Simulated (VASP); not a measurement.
# Na3LiF4 (P1) in VASP: single point with PBEsol

Aim: the single point of Na3LiF4 with PBEsol.

All numbers are computed with VASP 6.6.1; they aren't measurements. Logs are shortened: lines on timing, memory, paths and dates and some standing lists are left out, and cuts for length are marked.

## Step 1: The cell of the first run

The typed cell holds 64 atoms: a = 9.017 Å, b = 9.017 Å, c = 9.017 Å, α = 90.00°, β = 90.00°, γ = 90.00°.

## Step 2: Single point, PBEsol

File INCAR:

```
SYSTEM = Na3LiF4
PREC     = Accurate       ! precision mode
ENCUT    = 520            ! plane-wave cutoff, eV
EDIFF    = 1E-6           ! SCF threshold, eV
ISMEAR   = -1             ! smearing method
SIGMA    = 0.05           ! smearing width, eV
LREAL    = Auto         
LASPH    = .True.         ! aspherical terms in the spheres
NELM     = 100            ! most SCF steps
ALGO     = Normal         ! electronic algorithm
ISIF     = 2              ! what is computed and relaxed
LWAVE    = .False.        ! write WAVECAR
LCHARG   = .False.        ! write CHGCAR
GGA      = PS             ! functional
NBANDS   = 246            ! bands
ISYM     = 0
```

File KPOINTS:

```
Automatic mesh
0
Gamma
  1 1 1
  0.25 0.25 0.25
```

File POSCAR:

```
Na3LiF4
1.0
    9.0172316531      0.0000000000      0.0000000000
    0.0000000000      9.0172316531      0.0000000000
    0.0000000000      0.0000000000      9.0172316531
F Li Na
32 8 24
Direct
    0.2372330000      0.0127490000      0.9994370000
    0.2503540000      0.0004840000      0.5003790000
    0.2469600000      0.4880830000      0.9813100000
    0.2500390000      0.4968440000      0.5211240000
    0.7615540000      0.0024000000      0.0105810000
    0.7520370000      0.0002560000      0.4922820000
    0.7515440000      0.4993020000      0.9906220000
    0.7517320000      0.4991800000      0.5105890000
    0.0110820000      0.2369090000      0.9980600000
    0.0029930000      0.2468100000      0.4702200000
    0.0009870000      0.7620210000      0.0141960000
    0.0010180000      0.7521820000      0.4866090000
    0.4892550000      0.2482700000      0.9988510000
    0.4980500000      0.2491200000      0.4994420000
    0.4976780000      0.7513140000      0.0010980000
    0.4998270000      0.7493560000      0.4974490000
    0.9884990000      0.9976800000      0.2345390000
    0.9997530000      0.0155790000      0.7610890000
    0.9989320000      0.4759050000      0.2465760000
    0.0023740000      0.4866090000      0.7523830000
    0.5094640000      0.9995530000      0.2477750000
    0.5018490000      0.0014170000      0.7508470000
    0.5010000000      0.5001870000      0.2499500000
    0.5300170000      0.4961950000      0.7501730000
    0.2374710000      0.2498970000      0.2332130000
    0.2306930000      0.2623450000      0.7606320000
    0.2349860000      0.7494400000      0.2480870000
    0.2467430000      0.7380460000      0.7515530000
    0.7626440000      0.2364410000      0.2466270000
    0.7720190000      0.2609900000      0.7515200000
    0.7687670000      0.7585340000      0.2481910000
    0.7547350000      0.7433500000      0.7495630000
    0.0017010000      0.0110040000      0.0082600000
    0.2353440000      0.2465360000      0.0020650000
    0.2195270000      0.4834870000      0.7554670000
    0.7659890000      0.0085730000      0.2390350000
    0.7489610000      0.4906840000      0.7483420000
    0.0010090000      0.2543400000      0.2519480000
    0.0021380000      0.2468340000      0.7790580000
    0.9910740000      0.7785110000      0.2388870000
    0.9987450000      0.0026290000      0.4948780000
    0.9994480000      0.4976480000      0.0013700000
    0.9998650000      0.4967060000      0.4991440000
    0.4993940000      0.0018700000      0.0013790000
    0.5036840000      0.9992290000      0.4970200000
    0.4976600000      0.4976450000      0.9943720000
    0.5007660000      0.4993420000      0.5054580000
    0.2452590000      0.2507660000      0.5003490000
    0.2463960000      0.7500670000      0.9991360000
    0.2480620000      0.7465190000      0.5000610000
    0.7545400000      0.2500720000      0.9998240000
    0.7562630000      0.2493300000      0.4991440000
    0.7526430000      0.7516660000      0.9995880000
    0.7530270000      0.7500780000      0.4979010000
    0.2445000000      0.0015980000      0.2469610000
    0.2470490000      0.0039490000      0.7527270000
    0.2451840000      0.4983480000      0.2463310000
    0.7542160000      0.0028580000      0.7519640000
    0.7549150000      0.4989660000      0.2504910000
    0.9999580000      0.7492250000      0.7522120000
    0.4999610000      0.2475210000      0.2471860000
    0.4955750000      0.2541690000      0.7513120000
    0.5050830000      0.7523090000      0.2495520000
    0.5008380000      0.7429880000      0.7490030000
```

Potentials or basis: VASP PAW PBE potentials, release 64 (F, Li_sv, Na_pv).

Launch:

```console
$ cat potpaw_PBE.64/F/POTCAR potpaw_PBE.64/Li_sv/POTCAR potpaw_PBE.64/Na_pv/POTCAR > POTCAR
$ mpirun -np 1 vasp_std > vasp.out
```

OUTCAR:

```text
SYSTEM = Na3LiF4
   PREC = Accurate
   ENCUT = 520
   EDIFF = 1E-6
   ISMEAR = -1
   LREAL = Auto
   LASPH = .True.
   NELM = 100
   ISIF = 2
   GGA = PS
   ISYM = 0

 ion  position               nearest neighbor table
   1  0.237  0.013  0.999-  34 2.11  33 2.13  56 2.23  55 2.24
   2  0.250  0.000  0.500-  48 2.26  41 2.27  56 2.28  45 2.28  55 2.29  50 2.29
   3  0.247  0.488  0.981-  35 2.05  34 2.19  42 2.24  46 2.27
   4  0.250  0.497  0.521-  35 2.13  48 2.23  50 2.26  43 2.26  47 2.27
   5  0.762  0.002  0.011-  36 2.06  33 2.17  51 2.24  53 2.26  58 2.33
   6  0.752  0.000  0.492-  41 2.22  45 2.24  52 2.25  54 2.26  58 2.34
   7  0.752  0.499  0.991-  37 2.19  42 2.24  51 2.25  53 2.28  46 2.29  59 2.34
   8  0.752  0.499  0.511-  37 2.15  43 2.24  52 2.26  47 2.26  54 2.27  59 2.35
   9  0.011  0.237  0.998-  39 1.98  34 2.02  33 2.04  51 2.32
  10  0.003  0.247  0.470-  38 1.97  48 2.20  41 2.21  52 2.24  43 2.27
  11  0.001  0.762  0.014-  40 2.03  49 2.22  53 2.25  33 2.25
  12  0.001  0.752  0.487-  50 2.23  54 2.24  40 2.25  41 2.26  43 2.31
  13  0.489  0.248  0.999-  44 2.22  62 2.23  61 2.24  46 2.25
  14  0.498  0.249  0.499-  45 2.25  47 2.26  62 2.27  61 2.27  48 2.28  52 2.33
  15  0.498  0.751  0.001-  63 2.24  44 2.26  49 2.27  64 2.27  46 2.29  53 2.30
  16  0.500  0.749  0.497-  63 2.24  45 2.25  47 2.26  64 2.27  50 2.27  54 2.28
  17  0.988  0.998  0.235-  40 1.98  36 2.01  33 2.05  55 2.31
  18  1.000  0.016  0.761-  39 2.09  58 2.22  33 2.23  56 2.23
  19  0.999  0.476  0.247-  38 2.00  59 2.21  42 2.22  57 2.23  43 2.29
  20  0.002  0.487  0.752-  35 1.96  39 2.18  42 2.25  43 2.29
  21  0.509  1.000  0.248-  44 2.22  63 2.23  61 2.24  45 2.25
  22  0.502  0.001  0.751-  44 2.26  58 2.28  62 2.28  45 2.29  56 2.30  64 2.33
  23  0.501  0.500  0.250-  63 2.27  61 2.28  59 2.29  47 2.30  46 2.30  57 2.31
  24  0.530  0.496  0.750-  37 1.97  62 2.20  46 2.22  47 2.22  64 2.24
  25  0.237  0.250  0.233-  34 2.08  38 2.14  55 2.24  57 2.24
  26  0.231  0.262  0.761-  35 2.00  39 2.07  34 2.18  56 2.34
  27  0.235  0.749  0.248-  40 2.22  49 2.25  57 2.27  50 2.28  55 2.28
  28  0.247  0.738  0.752-  60 2.23  49 2.24  50 2.27  64 2.29
  29  0.763  0.236  0.247-  36 2.06  38 2.16  51 2.23  52 2.28
  30  0.772  0.261  0.752-  37 2.08  39 2.09  51 2.25  52 2.28  58 2.33
  31  0.769  0.759  0.248-  40 2.01  53 2.25  54 2.26  59 2.34
  32  0.755  0.743  0.750-  60 2.21  53 2.26  54 2.27  64 2.29  58 2.34
  33  0.002  0.011  0.008-   9 2.04  17 2.05   1 2.13   5 2.17  18 2.23  11 2.25
  34  0.235  0.247  0.002-   9 2.02  25 2.08   1 2.11  26 2.18   3 2.19
  35  0.220  0.483  0.755-  20 1.96  26 2.00   3 2.05   4 2.13
  36  0.766  0.009  0.239-  17 2.01  29 2.06   5 2.06
  37  0.749  0.491  0.748-  24 1.97  30 2.08   8 2.15   7 2.19
  38  0.001  0.254  0.252-  10 1.97  19 2.00  25 2.14  29 2.16
  39  0.002  0.247  0.779-   9 1.98  26 2.07  18 2.09  30 2.09  20 2.18
  40  0.991  0.779  0.239-  17 1.98  31 2.01  11 2.03  27 2.22  12 2.25
  41  0.999  0.003  0.495-  10 2.21   6 2.22  12 2.26   2 2.27
  42  0.999  0.498  0.001-  19 2.22   7 2.24   3 2.24  20 2.25
  43  1.000  0.497  0.499-   8 2.24   4 2.26  10 2.27  19 2.29  20 2.29  12 2.31
  44  0.499  0.002  0.001-  21 2.22  13 2.22  22 2.26  15 2.26
  45  0.504  0.999  0.497-   6 2.24  21 2.25  16 2.25  14 2.25   2 2.28  22 2.29
  46  0.498  0.498  0.994-  24 2.22  13 2.25   3 2.27  15 2.29   7 2.29  23 2.30
  47  0.501  0.499  0.505-  24 2.22  16 2.26  14 2.26   8 2.26   4 2.27  23 2.30
  48  0.245  0.251  0.500-  10 2.20   4 2.23   2 2.26  14 2.28
  49  0.246  0.750  0.999-  11 2.22  28 2.24  27 2.25  15 2.27
  50  0.248  0.747  0.500-  12 2.23   4 2.26  28 2.27  16 2.27  27 2.28   2 2.29
  51  0.755  0.250  1.000-  29 2.23   5 2.24  30 2.25   7 2.25   9 2.32
  52  0.756  0.249  0.499-  10 2.24   6 2.25   8 2.26  29 2.28  30 2.28  14 2.33
  53  0.753  0.752  1.000-  11 2.25  31 2.25  32 2.26   5 2.26   7 2.28  15 2.30
  54  0.753  0.750  0.498-  12 2.24   6 2.26  31 2.26   8 2.27  32 2.27  16 2.28
  55  0.245  0.002  0.247-   1 2.24  25 2.24  27 2.28   2 2.29  17 2.31
  56  0.247  0.004  0.753-   1 2.23  18 2.23   2 2.28  22 2.30  26 2.34
  57  0.245  0.498  0.246-  19 2.23  25 2.24  27 2.27  23 2.31
  58  0.754  0.003  0.752-  18 2.22  22 2.28   5 2.33  30 2.33  32 2.34   6 2.34
  59  0.755  0.499  0.250-  19 2.21  23 2.29   7 2.34  31 2.34   8 2.35
  60  1.000  0.749  0.752-  32 2.21  28 2.23
  61  0.500  0.248  0.247-  21 2.24  13 2.24  14 2.27  23 2.28
  62  0.496  0.254  0.751-  24 2.20  13 2.23  14 2.27  22 2.28
  63  0.505  0.752  0.250-  21 2.23  16 2.24  15 2.24  23 2.27
  64  0.501  0.743  0.749-  24 2.24  16 2.27  15 2.27  32 2.29  28 2.29  22 2.33

IMPORTANT INFORMATION: All symmetrisations will be switched off!
NOSYMM: (Re-)initialisation of all symmetry stuff for point group C_1.

----------------------------------------------------------------------------------------

                                     Primitive cell

[... 179 lines left out ...]
   dimension x,y,z NGXF=   140 NGYF=  140 NGZF=  140
   ions per type =              32   8  24
   NGX,Y,Z   is equivalent  to a cutoff of  12.91, 12.91, 12.91 a.u.
   NGXF,Y,Z  is equivalent  to a cutoff of  25.81, 25.81, 25.81 a.u.
 SYSTEM =  Na3LiF4
   PREC   = accura    normal or accurate (medium, high low for compatibility)
   ISTART =      0    job   : 0-new  1-cont  2-samecut
   ICHARG =      2    charge: 1-file 2-atom 10-const
   ISPIN  =      1    spin polarized calculation?
   LNONCOLLINEAR =      F non collinear calculations
   LSORBIT =      F    spin-orbit coupling
   LASPH  =      T    aspherical Exc in radial PAW
   ENCUT  =  520.0 eV  38.22 Ry    6.18 a.u.  16.77 16.77 16.77*2*pi/ulx,y,z
   NELM   =    100;   NELMIN=  2; NELMDL= -5     # of ELM steps
   EDIFF  = 0.1E-05   stopping-criterion for ELM
   LREAL  =      T    real-space projection
   EDIFFG = 0.1E-04   stopping-criterion for IOM
   NSW    =      0    number of steps for IOM
   IBRION =     -1    ionic relax: 0-MD 1-quasi-New 2-CG
   NFREE  =      0    steps in history (QN), initial steepest desc. (CG)
   ISIF   =      2    stress and relaxation
   ISYM   =      0    0-nonsym 1-usesym 2-fastsym
   POTIM  = 0.5000    time-step for ionic-motion
   TEBEG  =    0.0;   TEEND  =   0.0 temperature during run
   PSTRESS=    0.0 pullay stress
   NELECT =     416.0000    total number of electrons
   NUPDOWN=      -1.0000    fix difference up-down
   EMIN   =  10.00;   EMAX   =-10.00  energy-range for DOS
   EFERMI =   0.00;   METHOD = LEGACY
   ISMEAR =    -1;   SIGMA  =   0.05  broadening in eV -4-tet -1-fermi 0-gaus
   EFERMI_NEDOS =   21; number of points for ismear=-14 and -15
   IALGO  =     38    algorithm
   IMIX   =      4    mixing-type and parameters
     AMIX     =   0.40;   BMIX     =  1.00
     AMIX_MAG =   1.60;   BMIX_MAG =  1.00
  volume/ion in A,a.u.               =      11.46        77.31
  Fermi-wavevector in a.u.,A,eV,Ry     =   1.355291  2.561130 24.991386  1.836815
  Thomas-Fermi vector in A             =   2.482391
   LORBIT       =      0    0 simple, 1 ext, 2 COOP (PROOUT), +10 PAW based schemes
   GGA     = PS    functional components
   LHFCALC =     F    Hartree Fock is set to
   AEXX    =    0.0000 exact exchange contribution
   IVDW    =     0    specifies the selected vdW correction
   LEPSILON=     F    determine dielectric tensor
   LRPA    =     F    only Hartree local field effects (RPA)
 non-spin polarized calculation
  energy-cutoff  :      520.00
  volume of cell :      733.20
 maximum number of plane-waves:     19699
 NGX is ok and might be reduce to    70
   NGX = 33   NGY = 33   NGZ = 33

 number of electron     416.0000065 magnetization

 Free energy of the ion-electron system (eV)
  ---------------------------------------------------
  ext. energy  EPLUGINS =         0.00000000
  ---------------------------------------------------
  free energy    TOTEN  =      -287.13488866 eV

  energy without entropy =     -287.13488866  energy(sigma->0) =     -287.13488866

 E-fermi :  -0.5897     XC(G=0):  -9.4592

 val. band max:       -2.0169718313   @ k =  -0.2500   0.2500   0.2500
 cond. band min:       5.0107029826   @ k =   0.2500   0.2500   0.2500
 fundamental gap:      7.0276748139
 Fermi energy:        -0.5897416202

 k-point     1 :       0.2500    0.2500    0.2500
  band No.  band energies     occupation
      1     -42.7138      2.00000
      2     -42.6952      2.00000
      3     -42.6766      2.00000
      4     -42.6531      2.00000
      5     -42.6118      2.00000
      6     -42.5996      2.00000
[... 881 lines left out ...]
    219       8.3359      0.00000
    220       8.4868      0.00000
 [bands above 220 left out]

------------------------ aborting loop because EDIFF is reached ----------------------------------------

  FORCE on cell =-STRESS in cart. coord.  units (eV):
  Direction    XX          YY          ZZ          XY          YZ          ZX
  --------------------------------------------------------------------------------------
  -------------------------------------------------------------------------------------
  Total       -0.2475132     -0.0475892     -0.2725683     -0.1221273      0.4200514      0.1742439
  in kB       -0.5408655     -0.1039918     -0.5956158     -0.2668723      0.9178956      0.3807575
  external PRESSURE =      -0.4134911 kB  Pullay stress =       0.0000000 kB

 VOLUME and BASIS-vectors are now :
 -----------------------------------------------------------------------------
  energy-cutoff  :      520.00
  volume of cell :      733.20
      direct lattice vectors                 reciprocal lattice vectors
     9.017231653  0.000000000  0.000000000     0.110898781  0.000000000  0.000000000
     0.000000000  9.017231653  0.000000000     0.000000000  0.110898781  0.000000000
     0.000000000  0.000000000  9.017231653     0.000000000  0.000000000  0.110898781

 POSITION                                       TOTAL-FORCE (eV/Angst)
 -----------------------------------------------------------------------------------
      2.13918      0.11496      9.01215        -0.002273      0.006967      0.002598
      2.25750      0.00436      4.51203         0.002577     -0.003584     -0.001988
      2.22690      4.40116      8.84870         0.002623     -0.005475     -0.002529
      2.25466      4.48016      4.69910         0.000902      0.002804      0.002856
      6.86711      0.02164      0.09541         0.004428     -0.001945      0.003689
      6.78129      0.00231      4.43902        -0.000893     -0.002557     -0.006999
[... 56 lines left out ...]
      4.55445      6.78374      2.25027         0.001120     -0.002655      0.000150
      4.51617      6.69969      6.75393        -0.002058      0.003793      0.000311
 -----------------------------------------------------------------------------------
    total drift:                               -0.007206     -0.014071      0.009164

  FREE ENERGIE OF THE ION-ELECTRON SYSTEM (eV)
  ---------------------------------------------------
  free  energy   TOTEN  =      -287.1348886640 eV

  energy  without entropy=     -287.1348886640  energy(sigma->0) =     -287.13488866
```

It took 35 min on 1 thread of AMD EPYC 7R13 (Zen 3), shared host; peak memory 0.93 GiB.

What came out:

| Quantity | Value |
| --- | --- |
| Free energy | -287.1349 eV |
| Largest force | 0.016 eV/Å |
| Band gap on the k mesh | 7.03 eV |

Forces on the atoms (eV/Å):
```
F   -0.002  0.007  0.003
F    0.003 -0.004 -0.002
F    0.003 -0.005 -0.003
F    0.001  0.003  0.003
F    0.004 -0.002  0.004
F   -0.001 -0.003 -0.007
F   -0.004  0.002 -0.006
F   -0.001  0.001  0.008
F    0.003 -0.001  0.011
F   -0.004  0.005  0.008
F   -0.003  0.003  0.001
F   -0.003  0.000 -0.008
F   -0.005  0.000  0.003
F    0.004 -0.002 -0.001
F    0.002 -0.001 -0.003
F    0.000 -0.002  0.001
F   -0.002  0.009 -0.001
F    0.001  0.002  0.002
F    0.003  0.003  0.003
F   -0.012 -0.006 -0.002
F    0.007  0.003  0.000
F   -0.001 -0.001 -0.002
F   -0.006  0.000  0.000
F   -0.002  0.004  0.000
F   -0.006  0.000 -0.002
F   -0.004  0.000  0.007
F   -0.002  0.004  0.004
F    0.006 -0.004 -0.003
F    0.007 -0.003  0.003
F    0.000  0.003 -0.002
F   -0.001  0.003 -0.001
F   -0.006 -0.004 -0.003
Li  -0.002 -0.003 -0.004
Li   0.006 -0.001 -0.002
Li   0.014  0.008 -0.003
Li  -0.006 -0.002  0.007
Li   0.010  0.001  0.000
Li  -0.001 -0.008 -0.012
Li  -0.005 -0.002 -0.012
Li   0.006 -0.011  0.008
Na   0.004 -0.004  0.003
Na   0.000  0.004 -0.001
Na   0.001  0.003  0.001
Na   0.000 -0.004 -0.004
Na  -0.002 -0.001  0.002
Na   0.000  0.004  0.004
Na  -0.002  0.001 -0.005
Na   0.006 -0.003 -0.001
Na   0.004  0.001  0.000
Na   0.005  0.002  0.000
Na  -0.003  0.002 -0.001
Na  -0.004  0.002  0.002
Na  -0.005 -0.002 -0.002
Na  -0.005 -0.001  0.002
Na   0.002 -0.003  0.004
Na   0.005 -0.003 -0.004
Na   0.004  0.004  0.002
Na  -0.005 -0.001 -0.001
Na  -0.006  0.002  0.001
Na   0.001  0.002 -0.001
Na   0.000  0.004  0.003
Na  -0.001 -0.004 -0.002
Na   0.001 -0.003  0.000
Na  -0.002  0.004  0.000
```

Levels at points of the mesh, in eV from the valence-band top:
```
           k point  band 205  band 206  band 207  band 208  band 209  band 210  band 211  band 212
(0.25, 0.25, 0.25)     -0.09     -0.08     -0.01      0.00      7.03      8.12      8.23      8.37
```

Caveat: the cutoff is under 1.25 times the usual one of these potentials, so pressure, stress and relaxed cells hold a basis-set (Pulay) error; the PAW data sets were made with another functional, which shifts forces and pressure a little; a shifted mesh leaves out Γ, where band edges can lie. A k mesh can miss the band edges.
